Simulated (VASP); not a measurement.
Write the native input for VASP 6.6.1 that does the following.

```
Task                   : single point
Functional             : PBE
Potentials or basis    : VASP PAW PBE potentials, release 64 (Mo_sv, Bi_d)
Cutoff                 : 520 eV
k mesh                 : 10 × 10 × 6
Occupations            : gaussian, width 0.05 eV
Spin                   : no spin polarisation
Dipole correction      : no
Further INCAR settings : ALGO = Fast; EDIFF = 1e-06; NBANDS = 37
```

The structure of BiMo lies in POSCAR:

```
BiMo
1.0
    4.6393262578      0.0000000000      0.0000000000
   -2.3196631289      4.0177743957      0.0000000000
    0.0000000000      0.0000000000      5.1555258427
Mo Bi
2 2
Direct
    0.0000000000      0.0000000000      0.0000000000
    0.0000000000      0.0000000000      0.5000000000
    0.3333333333      0.6666666667      0.2500000000
    0.6666666667      0.3333333333      0.7500000000
```

These files were run (other wordings do the same):

INCAR

```
  PREC = Accurate
  ENCUT = 520
  EDIFF = 1E-6
  ISMEAR = 0
  SIGMA = 0.05
  LREAL = False
  LASPH = True
  NELM = 80
  ALGO = Fast
  ISIF = 2
  LWAVE = False
  LCHARG = False
  GGA = PE
  NBANDS = 37
```

KPOINTS

```
Automatic mesh
0
Gamma
  10 10 6
```

Potentials or basis: VASP PAW PBE potentials, release 64 (Mo_sv, Bi_d).

Launch:

```sh
$ cat potpaw_PBE.64/Mo_sv/POTCAR potpaw_PBE.64/Bi_d/POTCAR > POTCAR
$ mpirun -np 1 vasp_std > vasp.out
```

Results of the run:

```json
{"Pressure": "-1.9 GPa", "Band gap on the k mesh": "zero (bands 29 and 30 overlap by 1.43 eV)"}
```

Caveat: spin-orbit coupling is left out, which moves the levels of the heavy elements.

Wall time 5.4 min on 1 thread of Oxide Virtual Turin-like Processor (shared host), peak memory 0.29 GiB.
